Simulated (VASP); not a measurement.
Rh: single point with PBE

Rh:

```
Rh
1.0
     0.00000    1.87303    1.90155
     1.90155    0.00000    1.90155
     1.90155    1.87303    0.00000
Rh
1
Direct
  0.00000 0.00000 0.00000
```

This cell differs from its parent crystal: strain -0.0150 x Voigt [0, 1, 0, 0, 0, 0].

```yaml
Program: VASP 6.6.1
Task: single point
Functional: PBE
Potentials_or_basis: VASP PAW PBE potentials, release 64 (Rh_pv)
Cutoff: 520 eV
k_mesh: 22 × 22 × 22
Occupations: gaussian, width 0.15 eV
Spin: no spin polarisation
Dipole_correction: no
Further_INCAR_settings: ALGO = Fast; EDIFF = 1e-06; NBANDS = 14
```

- Pressure: 10.4 GPa

Stress tensor (GPa, compression positive):
```
 9.09  0.00  0.00
 0.00 12.90  0.00
 0.00  0.00  9.09
```

Levels at points of the mesh, in eV from the Fermi level:
```csv
k point,band 4,band 5,band 6,band 7,band 8,band 9,band 10,band 11
"(0.00, 0.00, 0.00)",-8.06,-3.20,-3.20,-3.03,-1.11,-0.91,15.99,20.49
"(0.50, 0.00, 0.00)",-6.24,-3.31,-3.14,0.55,0.63,0.72,8.80,15.50
"(0.50, 0.50, 0.00)",-6.45,-6.07,0.56,0.94,1.08,3.18,12.33,13.43
"(0.50, 0.00, 0.50)",-6.46,-6.09,0.55,1.03,1.03,3.51,12.76,13.23
```

Run time: 57 s on 1 thread of Intel(R) Xeon(R) 6975P-C (Granite Rapids), with other jobs on the host, peak memory 0.24 GiB.

Caveat: the cell differs from its parent crystal (strain -0.0150 x Voigt [0, 1, 0, 0, 0, 0]).
